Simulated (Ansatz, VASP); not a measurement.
TiO2: VASP beside Ansatz

File INCAR:

```
  PREC = Accurate
  ENCUT = 520
  EDIFF = 1E-6
  ISMEAR = -1
  SIGMA = 0.05
  LREAL = False
  LASPH = True
  NELM = 80
  ALGO = Normal
  ISIF = 2
  LWAVE = False
  LCHARG = False
  GGA = PS
  NBANDS = 33
```

The input KPOINTS:

```
regular mesh
0
Gamma
  6 6 9
```

The input POSCAR:

```
TiO2
1.0
    4.5376697393      0.0000000000      0.0000000000
    0.0000000000      4.5376697393      0.0000000000
    0.0000000000      0.0000000000      2.9192192849
Ti O
2 4
Direct
    0.0000000000      0.0000000000      0.5000000000
    0.5000000000      0.5000000000      0.0000000000
    0.3043213200      0.3043213200      0.5000000000
    0.1956786800      0.8043213200      0.0000000000
    0.8043213200      0.1956786800      0.0000000000
    0.6956786800      0.6956786800      0.5000000000
```

Contents of input.yaml:

```yaml
crystal:
  lattice:
    - [4.5376697393, 0.0, 0.0]
    - [0.0, 4.5376697393, 0.0]
    - [0.0, 0.0, 2.9192192849]
  atoms:
    - { symbol: Ti, position: [0.0, 0.0, 0.5] }
    - { symbol: Ti, position: [0.5, 0.5, 0.0] }
    - { symbol: O, position: [0.30432132, 0.30432132, 0.5] }
    - { symbol: O, position: [0.19567868, 0.80432132, 0.0] }
    - { symbol: O, position: [0.80432132, 0.19567868, 0.0] }
    - { symbol: O, position: [0.69567868, 0.69567868, 0.5] }
kpoints:
  mp_grid: { grid: [6, 6, 9] }
scf:
  occupations: { method: fermi_dirac, width: 0.05 }
hamiltonian:
  xc: pbesol
  pseudopotentials: { kind: all_electron, lapw: { basis_error: 0.001 } }
output:
  forces: true
  stress: true
  eigenvalues: true
```

Change from the starting cell: volume scaled by 0.96.

Alike in both runs: task single point; functional PBEsol; k mesh 6 × 6 × 9; occupations fermi-dirac, width 0.05 eV; no spin polarisation.

|  | VASP | Ansatz |
| --- | --- | --- |
| version | VASP 6.6.1 | Ansatz 0.2.0 |
| potentials or method | VASP PAW PBE potentials, release 64 (Ti_sv, O), cutoff 520 eV | all-electron LAPW, scalar-relativistic |

|  | VASP | Ansatz | Ansatz less VASP |
| --- | --- | --- | --- |
| gap on the k mesh at the Fermi level (eV) | 1.90 | 1.92 | +0.023 |
| least direct gap on the mesh (eV) | 1.90 | 1.92 | +0.023 |
| pressure (GPa) | 8.4 | 7.6 | -0.75 |
| traceless stress, the component that is largest in VASP (GPa) | 0.61 | 0.41 | -0.201 |
| rms of the force components (eV/Å) | 0.073 | 0.061 | -0.0123 |

VASP's potentials were made for PBE, not for PBEsol. Atom by atom the forces differ by 0.012 eV/Å (rms over components). Ansatz ran all-electron here, and VASP with PAW potentials.
